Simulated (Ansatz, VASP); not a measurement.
SnO2: VASP beside Ansatz

POSCAR

```
SnO2
1.0
    1.4877256292      0.8589387925      4.8005925840
   -1.4877256292      0.8589387925      4.8005925840
    0.0000000000     -1.7178775850      4.8005925840
Sn O
1 2
Direct
    0.5000000000      0.5000000000      0.5000000000
    0.2371700000      0.2371700000      0.2371700000
    0.7628300000      0.7628300000      0.7628300000
```

The input INCAR.step1:

```
SYSTEM = SnO2
PREC = Accurate
ENCUT = 520
ISMEAR = 0
SIGMA = 0.05
LREAL = .FALSE.
LASPH = .TRUE.
NELM = 80
NBANDS = 20
GGA = PE
ALGO = Normal
EDIFF = 1E-4
LWAVE = .TRUE.
LCHARG = .FALSE.
```

File INCAR.step2:

```
SYSTEM = SnO2
PREC = Accurate
ENCUT = 520
EDIFF = 1E-6
ISMEAR = 0
SIGMA = 0.05
LREAL = .FALSE.
LASPH = .TRUE.
NELM = 80
ALGO = Normal
ISIF = 2
LWAVE = .FALSE.
LCHARG = .FALSE.
METAGGA = R2SCAN
LMIXTAU = .TRUE.
NBANDS = 20
ISTART = 1
```

Contents of KPOINTS:

```
regular mesh
0
G
  12 12 12
  0 0 0
```

Input for Ansatz:

```yaml
crystal:
  lattice:
    - [1.4877256292, 0.8589387925, 4.800592584]
    - [-1.4877256292, 0.8589387925, 4.800592584]
    - [0.0, -1.717877585, 4.800592584]
  atoms:
    - { symbol: Sn, position: [0.5, 0.5, 0.5] }
    - { symbol: O, position: [0.23717, 0.23717, 0.23717] }
    - { symbol: O, position: [0.76283, 0.76283, 0.76283] }
basis:
  ecutwfc: 500
kpoints:
  mp_grid: { grid: [12, 12, 12] }
hamiltonian:
  xc: r2scan
scf:
  occupations: { method: gaussian, width: 0.05 }
output:
  forces: true
  stress: true
  eigenvalues: true
```

Change from the starting cell: strain -0.080 along x and y, +0.000 along z, atoms carried along.

Alike in both runs: task single point; functional r2SCAN; k mesh 12 × 12 × 12; occupations gaussian, width 0.05 eV; no spin polarisation.

|  | VASP | Ansatz |
| --- | --- | --- |
| version | VASP 6.6.1 | Ansatz 0.2.0 |
| potentials or method | VASP PAW PBE potentials, release 64 (Sn_d, O), cutoff 520 eV | scalar-relativistic, plane waves, PAW |
| valence electrons in the cell | 26 | 26 |

Ansatz gave:

* gap on the k mesh at the Fermi level (eV): 4.30
* least direct gap on the mesh (eV): 4.75
* pressure (GPa): 35.5
* traceless stress, the component that is largest in VASP (GPa): -21.79
* rms of the force components (eV/Å): 0.745

**Question.** Estimate VASP's values.

**Answer.** gap on the k mesh at the Fermi level (eV): 4.31; least direct gap on the mesh (eV): 4.77; pressure (GPa): 37.5; traceless stress, the component that is largest in VASP (GPa): -22.76; rms of the force components (eV/Å): 0.816.

VASP's potentials were made for PBE, not for r2SCAN. Atom by atom the forces differ by 0.071 eV/Å (rms over components). Both programs put the cell under a high pressure, so it lies far from rest at this level. With one functional, cell and mesh, what is left measures potentials, basis and numerics.
